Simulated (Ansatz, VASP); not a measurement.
**One calculation of NaF, two programs**

Contents of INCAR:

```
SYSTEM = NaF
PREC = Accurate
ENCUT = 600
EDIFF = 1E-6
ISMEAR = 0
SIGMA = 0.01
LREAL = .False.
LASPH = .True.
NELM = 120
ALGO = Normal
ISIF = 2
LWAVE = .False.
LCHARG = .False.
GGA = PS
NBANDS = 14
GGA_COMPAT = .False.
```

File KPOINTS:

```
regular mesh
0
Gamma
  8 8 8
  0 0 0
```

Contents of POSCAR:

```
NaF
1.0
    0.0000000000      2.3505298169      2.3505298169
    2.3505298169      0.0000000000      2.3505298169
    2.3505298169      2.3505298169      0.0000000000
Na F
1 1
Direct
    0.0000000000      0.0000000000      0.0000000000
    0.5000000000      0.5000000000      0.5000000000
```

Input for Ansatz:

```yaml
crystal:
  lattice:
    - [0.0, 2.350529816862811, 2.350529816862811]
    - [2.350529816862811, 0.0, 2.350529816862811]
    - [2.350529816862811, 2.350529816862811, 0.0]
  atoms:
    - { symbol: Na, position: [0.0, 0.0, 0.0] }
    - { symbol: F, position: [0.5, 0.5, 0.5] }
basis:
  ecutwfc: 470.0
kpoints:
  mp_grid:
    grid: [8, 8, 8]
hamiltonian:
  xc: pbesol
  pseudopotentials:
    kind: paw
scf:
  max_iter: 70
  occupations:
    method: fixed
output:
  stress: true
```

Alike in both runs: task single point; functional PBEsol; k mesh 8 × 8 × 8; no spin polarisation.

|  | VASP | Ansatz |
| --- | --- | --- |
| version | VASP 6.6.1 | Ansatz 0.2.0 |
| potentials or method | VASP PAW PBE potentials, release 64 (Na_pv, F), cutoff 600 eV | plane waves, PAW |
| occupations | gaussian, width 0.01 eV | fixed |
| valence electrons in the cell | 14 | 16 |

Ansatz gave:

```
pressure (GPa) : -2.0
```

Question: What did VASP give for the same quantities?

Answer: Pressure (GPa): -2.2.

VASP's potentials were made for PBE, not for PBEsol. VASP's potentials hold 14 valence electrons a cell and Ansatz's 16, so a difference there can come from the potentials and not from the codes.
